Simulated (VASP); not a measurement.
# C in VASP: a series of runs, part 2 of 2

VASP 6.6.1. Earlier steps stand in the parts before.

### Step 3. Single point, PBEsol

File INCAR:

```
SYSTEM = C
PREC = Accurate ; ENCUT = 520
EDIFF = 1E-7 ; ISMEAR = -1
SIGMA = 0.02 ; LREAL = Auto
LASPH = .TRUE. ; NELM = 100
ALGO = Normal ; ISIF = 2
LWAVE = .FALSE. ; LCHARG = .FALSE.
GGA = PS ; NBANDS = 86
```

File KPOINTS:

```
regular mesh
0
G
  1 1 1
  0 0 0
```

File POSCAR:

```
C
1.0
    9.8640000000      0.0000000000      0.0000000000
   -4.9320000000      8.5424750000      0.0000000000
    0.0000000000      0.0000000000     11.0000000000
C
32
Direct
   -0.0135420033     -0.0077612167      0.0932272727
    0.1511675676      0.0763010720      0.0888181818
   -0.0203847710      0.2396846347      0.0817090909
    0.1544217857      0.3228338391      0.0845272727
   -0.0159942545      0.4948565843      0.1134545455
    0.1484623422      0.5770341734      0.1127181818
   -0.0204886142      0.7452758129      0.1010636364
    0.1486363653      0.8292678644      0.1264909091
    0.2320378831     -0.0077612167      0.1060000000
    0.3974048095      0.0709045095      0.1117545455
    0.2277583391      0.2362547154      0.0734090909
    0.3964799490      0.3144521933      0.0896727273
    0.2236640836      0.4836420358      0.1035000000
    0.3933138699      0.5770575858      0.1002727273
    0.2332667366      0.7432974636      0.1169727273
    0.4040874799      0.8241522510      0.1129090909
    0.4818359882     -0.0106994753      0.1086545455
    0.6415004321      0.0765937272      0.1040363636
    0.4857768956      0.2370039128      0.0984000000
    0.6527943611      0.3294127287      0.0932000000
    0.4734032375      0.4805047717      0.0874272727
    0.6493664287      0.5745641632      0.0804818182
    0.4814776007      0.7448895080      0.1000818182
    0.6467242840      0.8294785762      0.0936727273
    0.7300943527     -0.0071876125      0.0837636364
    0.9025891885      0.0730818644      0.0753727273
    0.7323694294      0.2413000916      0.1042454545
    0.8995353078      0.3259359846      0.1069909091
    0.7371697458      0.4964603350      0.0842000000
    0.9005221465      0.5745641632      0.0991454545
    0.7326964198      0.7478745914      0.0774727273
    0.8999624907      0.8271958654      0.0875454545
```

Potentials or basis: VASP PAW PBE potentials, release 64 (C).

Launch:

```console
cat potpaw_PBE.64/C/POTCAR > POTCAR
mpirun -np 1 vasp_gam > vasp.out
```

OUTCAR:

```text
SYSTEM = C
   PREC = Accurate
   ENCUT = 520
   EDIFF = 1E-7
   ISMEAR = -1
   LREAL = Auto
   LASPH = .TRUE.
   NELM = 100
   ISIF = 2
   GGA = PS

 ion  position               nearest neighbor table
   1  0.986  0.992  0.093-   2 1.41  32 1.41  26 1.42
   2  0.151  0.076  0.089-  11 1.38   1 1.41   9 1.42
   3  0.980  0.240  0.082-  26 1.43  28 1.45   4 1.49
   4  0.154  0.323  0.085-  11 1.37  13 1.39   3 1.49
   5  0.984  0.495  0.113-  30 1.40   6 1.40  28 1.44
   6  0.148  0.577  0.113-   5 1.40  15 1.42  13 1.45
[... 24 lines left out ...]
  31  0.733  0.748  0.077-  32 1.43  24 1.44  22 1.48
  32  0.900  0.827  0.088-   7 1.39   1 1.41  31 1.43

  LATTYP: Found a hexagonal cell.
 ALAT       =     9.8640000000
 C/A-ratio  =     1.1151662612

  Lattice vectors:

 A1 = (   9.8640000000,   0.0000000000,   0.0000000000)
 A2 = (  -4.9320000000,   8.5424750000,   0.0000000000)
 A3 = (   0.0000000000,   0.0000000000,  11.0000000000)

Analysis of symmetry for initial positions (statically):
=====================================================================
 Subroutine PRICEL returns:
 Original cell was already a primitive cell.

 Routine SETGRP: Setting up the symmetry group for a
 hexagonal supercell.

 Subroutine GETGRP returns: Found  1 space group operations
 (whereof  1 operations were pure point group operations)
 out of a pool of 24 trial point group operations.

The static configuration has the point symmetry C_1 .

Analysis of symmetry for dynamics (positions and initial velocities):
=====================================================================
 Subroutine PRICEL returns:
 Original cell was already a primitive cell.

 Routine SETGRP: Setting up the symmetry group for a
 hexagonal supercell.

 Subroutine GETGRP returns: Found  1 space group operations
 (whereof  1 operations were pure point group operations)
 out of a pool of 24 trial point group operations.

The dynamic configuration has the point symmetry C_1 .

 Subroutine INISYM returns: Found  1 space group operations
 (whereof  1 operations are pure point group operations),
 and found     1 'primitive' translations

----------------------------------------------------------------------------------------

                                     Primitive cell

  volume of cell :     926.8927

  direct lattice vectors                    reciprocal lattice vectors
     9.864000000  0.000000000  0.000000000     0.101378751  0.058531046  0.000000000
    -4.932000000  8.542475000  0.000000000     0.000000000  0.117062093  0.000000000
     0.000000000  0.000000000 11.000000000     0.000000000  0.000000000  0.090909091

  length of vectors
     9.864000000  9.864000361 11.000000000     0.117062097  0.117062093  0.090909091

  position of ions in fractional coordinates (direct lattice)
     0.986457997  0.992238783  0.093227273
     0.151167568  0.076301072  0.088818182
     0.979615229  0.239684635  0.081709091
     0.154421786  0.322833839  0.084527273
     0.984005745  0.494856584  0.113454545
     0.148462342  0.577034173  0.112718182
[... 24 lines left out ...]
     0.732696420  0.747874591  0.077472727
     0.899962491  0.827195865  0.087545455

  ion indices of the primitive-cell ions
   primitive index   ion index
                 1           1
                 2           2
                 3           3
                 4           4
                 5           5
                 6           6
[... 24 lines left out ...]
                31          31
                32          32

----------------------------------------------------------------------------------------

 KPOINTS: regular mesh

Automatic generation of k-mesh.
 Grid dimensions read from file:
 generate k-points for:    1    1    1

 Generating k-lattice:

  Cartesian coordinates                     Fractional coordinates (reciprocal lattice)
     0.101378751  0.058531046  0.000000000     1.000000000 -0.000000000  0.000000000
     0.000000000  0.117062093  0.000000000     0.000000000  1.000000000  0.000000000
     0.000000000  0.000000000  0.090909091     0.000000000  0.000000000  1.000000000

  Length of vectors
     0.117062097  0.117062093  0.090909091

  Shift w.r.t. Gamma in fractional coordinates (k-lattice)
     0.000000000  0.000000000  0.000000000

 Subroutine IBZKPT returns following result:
 ===========================================

 Found      1 irreducible k-points:

 Following reciprocal coordinates:
            Coordinates               Weight
  0.000000  0.000000  0.000000      1.000000
   k-points           NKPTS =      1   k-points in BZ     NKDIM =      1   number of bands    NBANDS=     86
   number of dos      NEDOS =    301   number of ions     NIONS =     32
   total plane-waves  NPLWV = 537600
   dimension x,y,z NGX =    80 NGY =   80 NGZ =   84
   dimension x,y,z NGXF=   160 NGYF=  160 NGZF=  168
   ions per type =              32
   NGX,Y,Z   is equivalent  to a cutoff of  13.48, 13.48, 12.70 a.u.
   NGXF,Y,Z  is equivalent  to a cutoff of  26.97, 26.97, 25.39 a.u.
 SYSTEM =  C
   PREC   = accura    normal or accurate (medium, high low for compatibility)
   ISTART =      0    job   : 0-new  1-cont  2-samecut
   ICHARG =      2    charge: 1-file 2-atom 10-const
   ISPIN  =      1    spin polarized calculation?
   LNONCOLLINEAR =      F non collinear calculations
   LSORBIT =      F    spin-orbit coupling
   LASPH  =      T    aspherical Exc in radial PAW
   ENCUT  =  520.0 eV  38.22 Ry    6.18 a.u.  18.34 18.34 20.45*2*pi/ulx,y,z
   NELM   =    100;   NELMIN=  2; NELMDL= -5     # of ELM steps
   EDIFF  = 0.1E-06   stopping-criterion for ELM
   LREAL  =      T    real-space projection
   EDIFFG = 0.1E-05   stopping-criterion for IOM
   NSW    =      0    number of steps for IOM
   IBRION =     -1    ionic relax: 0-MD 1-quasi-New 2-CG
   NFREE  =      0    steps in history (QN), initial steepest desc. (CG)
   ISIF   =      2    stress and relaxation
   ISYM   =      2    0-nonsym 1-usesym 2-fastsym
   POTIM  = 0.5000    time-step for ionic-motion
   TEBEG  =    0.0;   TEEND  =   0.0 temperature during run
   PSTRESS=    0.0 pullay stress
   NELECT =     128.0000    total number of electrons
   NUPDOWN=      -1.0000    fix difference up-down
   EMIN   =  10.00;   EMAX   =-10.00  energy-range for DOS
   EFERMI =   0.00;   METHOD = LEGACY
   ISMEAR =    -1;   SIGMA  =   0.02  broadening in eV -4-tet -1-fermi 0-gaus
   EFERMI_NEDOS =   21; number of points for ismear=-14 and -15
   IALGO  =     38    algorithm
   IMIX   =      4    mixing-type and parameters
     AMIX     =   0.40;   BMIX     =  1.00
     AMIX_MAG =   1.60;   BMIX_MAG =  1.00
  volume/ion in A,a.u.               =      28.97       195.47
  Fermi-wavevector in a.u.,A,eV,Ry     =   0.846191  1.599069  9.742302  0.716039
  Thomas-Fermi vector in A             =   1.961499
   LORBIT       =      0    0 simple, 1 ext, 2 COOP (PROOUT), +10 PAW based schemes
   GGA     = PS    functional components
   LHFCALC =     F    Hartree Fock is set to
   AEXX    =    0.0000 exact exchange contribution
   IVDW    =     0    specifies the selected vdW correction
   LEPSILON=     F    determine dielectric tensor
   LRPA    =     F    only Hartree local field effects (RPA)
 non-spin polarized calculation
  energy-cutoff  :      520.00
  volume of cell :      926.89
 maximum number of plane-waves:     12471
 NGX is ok and might be reduce to    80
   NGX = 37   NGY = 37   NGZ = 41

 number of electron     127.9999999 magnetization

 Free energy of the ion-electron system (eV)
  ---------------------------------------------------
  ext. energy  EPLUGINS =         0.00000000
  ---------------------------------------------------
  free energy    TOTEN  =      -306.35732179 eV

  energy without entropy =     -306.35732179  energy(sigma->0) =     -306.35732179

 E-fermi :  -3.2506     XC(G=0):  -3.9006

 val. band max:       -3.8045230268   @ k =   0.0000   0.0000   0.0000
 cond. band min:      -0.1088727689   @ k =   0.0000   0.0000   0.0000
 fundamental gap:      3.6956502579
 Fermi energy:        -3.2505918920

 k-point     1 :       0.0000    0.0000    0.0000
  band No.  band energies     occupation
      1     -21.0643      2.00000
      2     -19.8921      2.00000
      3     -19.7016      2.00000
      4     -19.6114      2.00000
      5     -19.5687      2.00000
      6     -19.4517      2.00000
[... 68 lines left out ...]
     75       3.0803      0.00000
     76       3.6603      0.00000
 [bands above 76 left out]

------------------------ aborting loop because EDIFF is reached ----------------------------------------

  FORCE on cell =-STRESS in cart. coord.  units (eV):
  Direction    XX          YY          ZZ          XY          YZ          ZX
  --------------------------------------------------------------------------------------
  -------------------------------------------------------------------------------------
  Total      -10.2049866     -6.7210154     -2.3689524     -0.3955427     -0.7751302      0.6307285
  in kB      -17.6397960    -11.6175891     -4.0948448     -0.6837140     -1.3398487      1.0902437
  external PRESSURE =     -11.1174099 kB  Pullay stress =       0.0000000 kB

 VOLUME and BASIS-vectors are now :
 -----------------------------------------------------------------------------
  energy-cutoff  :      520.00
  volume of cell :      926.89
      direct lattice vectors                 reciprocal lattice vectors
     9.864000000  0.000000000  0.000000000     0.101378751  0.058531046  0.000000000
    -4.932000000  8.542475000  0.000000000     0.000000000  0.117062093  0.000000000
     0.000000000  0.000000000 11.000000000     0.000000000  0.000000000  0.090909091

 POSITION                                       TOTAL-FORCE (eV/Angst)
 -----------------------------------------------------------------------------------
      4.83670      8.47618      1.02550        -1.033884      0.183626     -1.714316
      1.11480      0.65180      0.97700        -0.353830     -1.907875      0.218804
      8.48080      2.04750      0.89880         1.701387      0.951495      1.077559
     -0.06900      2.75780      0.92980        -4.695122     -0.709514     -0.209144
      7.26560      4.22730      1.24800        -0.285169     -1.165526     -0.651320
     -1.38150      4.92930      1.23990         0.263886     -0.957193      0.181057
[... 24 lines left out ...]
      3.53880      6.38870      0.85220        -0.105947     -2.074321      1.152992
      4.79750      7.06630      0.96300        -1.110992     -0.101686      0.259516
 -----------------------------------------------------------------------------------
    total drift:                                0.013242     -0.007691     -0.000848

  FREE ENERGIE OF THE ION-ELECTRON SYSTEM (eV)
  ---------------------------------------------------
  free  energy   TOTEN  =      -306.3573217948 eV

  energy  without entropy=     -306.3573217948  energy(sigma->0) =     -306.35732179
```

Wall time 2.7 min (1 thread of Intel Xeon 6975P-C (Granite Rapids), shared host); peak memory 0.89 GiB.

What came out:

```
Free energy            : -306.3573 eV
Largest force          : 4.786 eV/Å
Band gap on the k mesh : 3.70 eV
```

Forces in eV/Å, atoms in the order of the input:
```
C   -1.034  0.184 -1.714
C   -0.354 -1.908  0.219
C    1.701  0.951  1.078
C   -4.695 -0.710 -0.209
C   -0.285 -1.166 -0.651
C    0.264 -0.957  0.181
C    2.782 -1.408  1.020
C   -0.133 -1.501 -2.478
C    0.269  0.363  0.996
C    0.545  0.662 -0.921
C    3.187  1.189  1.647
C   -0.959  1.320 -0.878
C    1.804  3.605 -0.266
C    1.956 -2.887 -0.665
C    0.189  0.311  0.736
C   -4.255  0.777 -0.284
C   -1.530 -0.134  0.743
C    4.640 -0.096 -1.170
C   -1.243  0.687 -0.252
C    0.224 -1.292  0.729
C    0.840  3.526  0.260
C   -1.765  0.694  0.042
C    1.796 -2.415  0.428
C    1.653 -0.753 -1.499
C   -0.002  1.073  1.250
C   -2.665  0.444  1.125
C   -0.842  1.533 -0.185
C    0.755 -0.809 -1.173
C   -0.836 -1.325  0.424
C   -0.791  2.215  0.058
C   -0.106 -2.074  1.153
C   -1.111 -0.102  0.260
```

Caveat: the k points lie up to 0.74 Å⁻¹ apart; the PAW data sets were made with another functional, which shifts forces and pressure a little.
